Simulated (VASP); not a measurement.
# Zn3Se2 (P-3m1) in VASP: relaxation of cell and atoms with PBE

Aim: the relaxation of cell and atoms of Zn3Se2 with PBE.

Program: VASP 6.6.1. These are calculated values, not measurements. Logs are shortened: lines on timing, memory, paths and dates and some standing lists are left out, and cuts for length are marked.

## Step 1: The cell of the first run

Symmetry: P-3m1, No. 164, trigonal system. The conventional cell has a = 4.067 Å, b = 4.067 Å, c = 10.008 Å, α = 90.00°, β = 90.00°, γ = 120.00°. Zn (site symmetry -3m) has 6 Se at 4.04 Å and 12 Zn at 4.07 to 4.69 Å within 5.3 Å. Within 3.3 Å of Zn (site symmetry 3m) lie 4 Se at 2.47 to 2.66 Å and 3 Zn at 3.02 Å. Within 3.3 Å of Se (site symmetry 3m) lie 4 Zn at 2.47 to 2.66 Å.

## Step 2: Relaxation of cell and atoms, PBE

The input, INCAR:

```
ALGO = Normal ; EDIFF = 1E-6
EDIFFG = -0.01 ; ENCUT = 600
GGA = PE ; IBRION = 2
ISIF = 3 ; ISMEAR = 0
LASPH = T ; LCHARG = F
LREAL = F ; LWAVE = F
NELM = 80 ; NSW = 100
PREC = Accurate ; SIGMA = 0.02
```

The input, KPOINTS:

```
k-points
0
Gamma
  12 12 4
```

The input, POSCAR:

```
Zn3Se2
1.0
    4.0669020697      0.0000000000      0.0000000000
   -2.0334510349      3.5220405071      0.0000000000
    0.0000000000      0.0000000000     10.0083926692
Zn Se
3 2
Direct
    0.0000000000      0.0000000000      0.0000000000
    0.3333333333      0.6666666667      0.5945002771
    0.6666666667      0.3333333333      0.4054997229
    0.3333333333      0.6666666667      0.3287500652
    0.6666666667      0.3333333333      0.6712499348
```

Potentials or basis: VASP PAW PBE potentials, release 64 (Zn, Se).

Command:

```bash
> cat potpaw_PBE.64/Zn/POTCAR potpaw_PBE.64/Se/POTCAR > POTCAR
> mpirun -np 1 vasp_std > vasp.out
```

OUTCAR:

```text
EDIFF = 1E-6
   EDIFFG = -0.01
   ENCUT = 600
   GGA = PE
   IBRION = 2
   ISIF = 3
   ISMEAR = 0
   LASPH = T
   LREAL = F
   NELM = 80
   NSW = 100
   PREC = Accurate

 ion  position               nearest neighbor table
   1  0.000  0.000  0.000-
   2  0.333  0.667  0.595-   5 2.47   5 2.47   5 2.47   4 2.66   3 3.02   3 3.02   3 3.02
   3  0.667  0.333  0.405-   4 2.47   4 2.47   4 2.47   5 2.66   2 3.02   2 3.02   2 3.02
   4  0.333  0.667  0.329-   3 2.47   3 2.47   3 2.47   2 2.66
   5  0.667  0.333  0.671-   2 2.47   2 2.47   2 2.47   3 2.66

  LATTYP: Found a hexagonal cell.
 ALAT       =     4.0669020697
 C/A-ratio  =     2.4609377107

  Lattice vectors:

 A1 = (   4.0669020697,   0.0000000000,   0.0000000000)
 A2 = (  -2.0334510349,   3.5220405071,   0.0000000000)
 A3 = (   0.0000000000,   0.0000000000,  10.0083926692)

Analysis of symmetry for initial positions (statically):
=====================================================================
 Subroutine PRICEL returns:
 Original cell was already a primitive cell.

 Routine SETGRP: Setting up the symmetry group for a
 hexagonal supercell.

 Subroutine GETGRP returns: Found 12 space group operations
 (whereof 12 operations were pure point group operations)
 out of a pool of 24 trial point group operations.

The static configuration has the point symmetry D_3d.

Analysis of symmetry for dynamics (positions and initial velocities):
=====================================================================
 Subroutine PRICEL returns:
 Original cell was already a primitive cell.

 Routine SETGRP: Setting up the symmetry group for a
 hexagonal supercell.

 Subroutine GETGRP returns: Found 12 space group operations
 (whereof 12 operations were pure point group operations)
 out of a pool of 24 trial point group operations.

The dynamic configuration has the point symmetry D_3d.

 Subroutine INISYM returns: Found 12 space group operations
 (whereof 12 operations are pure point group operations),
 and found     1 'primitive' translations

----------------------------------------------------------------------------------------

                                     Primitive cell

  volume of cell :     143.3582

  direct lattice vectors                    reciprocal lattice vectors
     4.066902070  0.000000000  0.000000000     0.245887406  0.141963160  0.000000000
    -2.033451035  3.522040507  0.000000000     0.000000000  0.283926320  0.000000000
     0.000000000  0.000000000 10.008392669     0.000000000  0.000000000  0.099916144

  length of vectors
     4.066902070  4.066902070 10.008392669     0.283926320  0.283926320  0.099916144

  position of ions in fractional coordinates (direct lattice)
     0.000000000  0.000000000  0.000000000
     0.333333333  0.666666667  0.594500277
     0.666666667  0.333333333  0.405499723
     0.333333333  0.666666667  0.328750065
     0.666666667  0.333333333  0.671249935

  ion indices of the primitive-cell ions
   primitive index   ion index
                 1           1
                 2           2
                 3           3
                 4           4
                 5           5

----------------------------------------------------------------------------------------

 KPOINTS: k-points

Automatic generation of k-mesh.
 Grid dimensions read from file:
 generate k-points for:   12   12    4

 Generating k-lattice:

  Cartesian coordinates                     Fractional coordinates (reciprocal lattice)
     0.020490617  0.011830263  0.000000000     0.083333333 -0.000000000  0.000000000
     0.000000000  0.023660527  0.000000000     0.000000000  0.083333333  0.000000000
     0.000000000  0.000000000  0.024979036     0.000000000  0.000000000  0.250000000

  Length of vectors
     0.023660527  0.023660527  0.024979036

  Shift w.r.t. Gamma in fractional coordinates (k-lattice)
     0.000000000  0.000000000  0.000000000

 Subroutine IBZKPT returns following result:
 ===========================================

 Found     69 irreducible k-points:

 Following reciprocal coordinates:
            Coordinates               Weight
  0.000000  0.000000  0.000000      1.000000
  0.083333  0.000000  0.000000      6.000000
  0.166667  0.000000  0.000000      6.000000
  0.250000  0.000000  0.000000      6.000000
  0.333333  0.000000  0.000000      6.000000
  0.416667  0.000000  0.000000      6.000000
[... 16 lines left out ...]
  0.166667  0.000000  0.250000      6.000000
  0.000000  0.166667  0.250000      6.000000
 [... further k-points ...]
   k-points           NKPTS =     69   k-points in BZ     NKDIM =     69   number of bands    NBANDS=     28
   number of dos      NEDOS =    301   number of ions     NIONS =      5
   total plane-waves  NPLWV =  81920
   dimension x,y,z NGX =    32 NGY =   32 NGZ =   80
   dimension x,y,z NGXF=    64 NGYF=   64 NGZF=  160
   ions per type =               3   2
   NGX,Y,Z   is equivalent  to a cutoff of  13.08, 13.08, 13.29 a.u.
   NGXF,Y,Z  is equivalent  to a cutoff of  26.16, 26.16, 26.58 a.u.
 SYSTEM =  unknown system
   PREC   = accura    normal or accurate (medium, high low for compatibility)
   ISTART =      0    job   : 0-new  1-cont  2-samecut
   ICHARG =      2    charge: 1-file 2-atom 10-const
   ISPIN  =      1    spin polarized calculation?
   LNONCOLLINEAR =      F non collinear calculations
   LSORBIT =      F    spin-orbit coupling
   LASPH  =      T    aspherical Exc in radial PAW
   ENCUT  =  600.0 eV  44.10 Ry    6.64 a.u.   8.12  8.12 19.99*2*pi/ulx,y,z
   NELM   =     80;   NELMIN=  2; NELMDL= -5     # of ELM steps
   EDIFF  = 0.1E-05   stopping-criterion for ELM
   LREAL  =      F    real-space projection
   EDIFFG = -.1E-01   stopping-criterion for IOM
   NSW    =    100    number of steps for IOM
   IBRION =      2    ionic relax: 0-MD 1-quasi-New 2-CG
   NFREE  =      1    steps in history (QN), initial steepest desc. (CG)
   ISIF   =      3    stress and relaxation
   ISYM   =      2    0-nonsym 1-usesym 2-fastsym
   POTIM  = 0.5000    time-step for ionic-motion
   TEBEG  =    0.0;   TEEND  =   0.0 temperature during run
   PSTRESS=    0.0 pullay stress
   NELECT =      48.0000    total number of electrons
   NUPDOWN=      -1.0000    fix difference up-down
   EMIN   =  10.00;   EMAX   =-10.00  energy-range for DOS
   EFERMI =   0.00;   METHOD = LEGACY
   ISMEAR =     0;   SIGMA  =   0.02  broadening in eV -4-tet -1-fermi 0-gaus
   EFERMI_NEDOS =   21; number of points for ismear=-14 and -15
   IALGO  =     38    algorithm
   IMIX   =      4    mixing-type and parameters
     AMIX     =   0.40;   BMIX     =  1.00
     AMIX_MAG =   1.60;   BMIX_MAG =  1.00
  volume/ion in A,a.u.               =      28.67       193.49
  Fermi-wavevector in a.u.,A,eV,Ry     =   1.136792  2.148226 17.582763  1.292297
  Thomas-Fermi vector in A             =   2.273497
   LORBIT       =      0    0 simple, 1 ext, 2 COOP (PROOUT), +10 PAW based schemes
   GGA     = PE    functional components
   LHFCALC =     F    Hartree Fock is set to
   AEXX    =    0.0000 exact exchange contribution
   IVDW    =     0    specifies the selected vdW correction
   LEPSILON=     F    determine dielectric tensor
   LRPA    =     F    only Hartree local field effects (RPA)
 conjugate gradient relaxation of ions
 non-spin polarized calculation
 Gauss-broadening in eV      SIGMA  =   0.02
  energy-cutoff  :      600.00
  volume of cell :      143.36
 maximum number of plane-waves:      4821
   NGX = 17   NGY = 17   NGZ = 39

--------------------------------------- Ionic step        1  -------------------------------------------

 number of electron      48.0000018 magnetization

 Free energy of the ion-electron system (eV)
  ---------------------------------------------------
  ext. energy  EPLUGINS =         0.00000000
  ---------------------------------------------------
  free energy    TOTEN  =       -11.78262950 eV

  energy without entropy =      -11.78262950  energy(sigma->0) =      -11.78262950

------------------------ aborting loop because EDIFF is reached ----------------------------------------

  FORCE on cell =-STRESS in cart. coord.  units (eV):
  Direction    XX          YY          ZZ          XY          YZ          ZX
  --------------------------------------------------------------------------------------
  -------------------------------------------------------------------------------------
  Total        0.0446216      0.0446216      0.1576189     -0.0000000      0.0000000     -0.0000000
  in kB        0.4986934      0.4986934      1.7615560     -0.0000000      0.0000000     -0.0000000
  external PRESSURE =       0.9196476 kB  Pullay stress =       0.0000000 kB

 VOLUME and BASIS-vectors are now :
 -----------------------------------------------------------------------------
  energy-cutoff  :      600.00
  volume of cell :      143.36
      direct lattice vectors                 reciprocal lattice vectors
     4.066902070  0.000000000  0.000000000     0.245887406  0.141963160  0.000000000
    -2.033451035  3.522040507  0.000000000     0.000000000  0.283926320  0.000000000
     0.000000000  0.000000000 10.008392669     0.000000000  0.000000000  0.099916144

 POSITION                                       TOTAL-FORCE (eV/Angst)
 -----------------------------------------------------------------------------------
      0.00000      0.00000      0.00000         0.000000      0.000000      0.000000
     -0.00000      2.34803      5.94999        -0.000000     -0.000000      0.000201
      2.03345      1.17401      4.05840         0.000000      0.000000     -0.000201
     -0.00000      2.34803      3.29026         0.000000     -0.000000     -0.035458
      2.03345      1.17401      6.71813         0.000000      0.000000      0.035458
 -----------------------------------------------------------------------------------
    total drift:                               -0.000000      0.000000      0.000000

  FREE ENERGIE OF THE ION-ELECTRON SYSTEM (eV)
  ---------------------------------------------------
  free  energy   TOTEN  =       -11.7826295003 eV

  energy  without entropy=      -11.7826295003  energy(sigma->0) =      -11.78262950

--------------------------------------- Ionic step        2  -------------------------------------------

 number of electron      48.0000018 magnetization

 Free energy of the ion-electron system (eV)
  ---------------------------------------------------
  ext. energy  EPLUGINS =         0.00000000
  ---------------------------------------------------
  free energy    TOTEN  =       -11.78281789 eV

  energy without entropy =      -11.78281789  energy(sigma->0) =      -11.78281789

 E-fermi :   0.3057     XC(G=0):  -8.2063

 val. band max:        0.2096789294   @ k =   0.3333   0.3333   0.5000
 cond. band min:       1.2534494691   @ k =   0.0000   0.0000   0.0000
 fundamental gap:      1.0437705397
 Fermi energy:         0.3057234425

 k-point     1 :       0.0000    0.0000    0.0000
  band No.  band energies     occupation
      1     -13.3189      2.00000
      2     -12.7851      2.00000
      3      -7.0204      2.00000
      4      -7.0204      2.00000
      5      -6.9106      2.00000
      6      -6.9106      2.00000
[... 20 lines left out ...]
     27       4.0851      0.00000
     28       5.4946      0.00000

 k-point     2 :       0.0833    0.0000    0.0000
  band No.  band energies     occupation
      1     -13.2813      2.00000
      2     -12.7603      2.00000
      3      -7.0234      2.00000
      4      -7.0095      2.00000
      5      -6.9092      2.00000
      6      -6.8988      2.00000
[... 674 lines left out ...]
 k-point    24 :       0.0000    0.1667    0.2500
  band No.  band energies     occupation
      1     -13.1741      2.00000
      2     -12.6925      2.00000
      3      -7.0265      2.00000
      4      -6.9785      2.00000
      5      -6.9032      2.00000
      6      -6.8665      2.00000
[... 20 lines left out ...]
     27       3.9886      0.00000
     28       5.0943      0.00000

 [... further k-points ...]

------------------------ aborting loop because EDIFF is reached ----------------------------------------

  FORCE on cell =-STRESS in cart. coord.  units (eV):
  Direction    XX          YY          ZZ          XY          YZ          ZX
  --------------------------------------------------------------------------------------
  -------------------------------------------------------------------------------------
  Total       -0.0486729     -0.0486729      0.0334376      0.0000000      0.0000000     -0.0000000
  in kB       -0.5426773     -0.5426773      0.3728117      0.0000000      0.0000000     -0.0000000
  external PRESSURE =      -0.2375143 kB  Pullay stress =       0.0000000 kB

 VOLUME and BASIS-vectors are now :
 -----------------------------------------------------------------------------
  energy-cutoff  :      600.00
  volume of cell :      143.70
      direct lattice vectors                 reciprocal lattice vectors
     4.068653006 -0.000000000 -0.000000000     0.245781589  0.141902066  0.000000000
    -2.034326503  3.523556863  0.000000000     0.000000000  0.283804133  0.000000000
    -0.000000000  0.000000000 10.023613340     0.000000000  0.000000000  0.099764423

 POSITION                                       TOTAL-FORCE (eV/Angst)
 -----------------------------------------------------------------------------------
      0.00000      0.00000     -0.00000         0.000000      0.000000      0.000000
     -0.00000      2.34904      5.95905         0.000000     -0.000000     -0.002622
      2.03433      1.17452      4.06456        -0.000000      0.000000      0.002622
     -0.00000      2.34904      3.29355         0.000000     -0.000000     -0.003430
      2.03433      1.17452      6.73006        -0.000000      0.000000      0.003430
 -----------------------------------------------------------------------------------
    total drift:                               -0.000000      0.000000     -0.000000

  FREE ENERGIE OF THE ION-ELECTRON SYSTEM (eV)
  ---------------------------------------------------
  free  energy   TOTEN  =       -11.7828178893 eV

  energy  without entropy=      -11.7828178893  energy(sigma->0) =      -11.78281789

 reached required accuracy - stopping structural energy minimisation
```

Wall time 11 min (1 thread of Oxide Virtual Turin-like, shared host); peak memory 0.44 GiB.

What came out:

```
Free energy                           : -11.7828 eV
Relaxed volume                        : 28.74 Å³/atom
Relaxed cell                          : a = 4.069 Å, b = 4.069 Å, c = 10.024 Å, α = 90.00°, β = 90.00°, γ = 120.00°
Space group after relaxing (to 0.1 Å) : P-3m1 (No. 164)
Energy gained by relaxing             : 0.0 meV/atom
Ionic steps                           : 2
Pressure after relaxing               : 0.0 GPa
Largest force after relaxing          : 0.003 eV/Å
Band gap on the k mesh                : 1.04 eV (least direct gap 1.60 eV)
```

Forces in eV/Å, atoms in the order of the input:
```
Zn   0.000  0.000  0.000
Zn   0.000  0.000 -0.003
Zn   0.000  0.000  0.003
Se   0.000  0.000 -0.003
Se   0.000  0.000  0.003
```

Step by step:
| step | energy change (eV) | largest force (eV/Å) | pressure (GPa) | volume (Å³) |
| --- | --- | --- | --- | --- |
| 1 | 0.0000 | 0.0355 | 0.09 | 143.36 |
| 2 | -0.0002 | 0.0034 | -0.02 | 143.70 |

Final structure:
```
Zn Se
1.0
     4.06865    0.00000    0.00000
    -2.03433    3.52356    0.00000
     0.00000    0.00000   10.02361
Zn Se
3 2
Direct
  0.00000 0.00000 0.00000
  0.33333 0.66667 0.59450
  0.66667 0.33333 0.40550
  0.33333 0.66667 0.32858
  0.66667 0.33333 0.67142
```
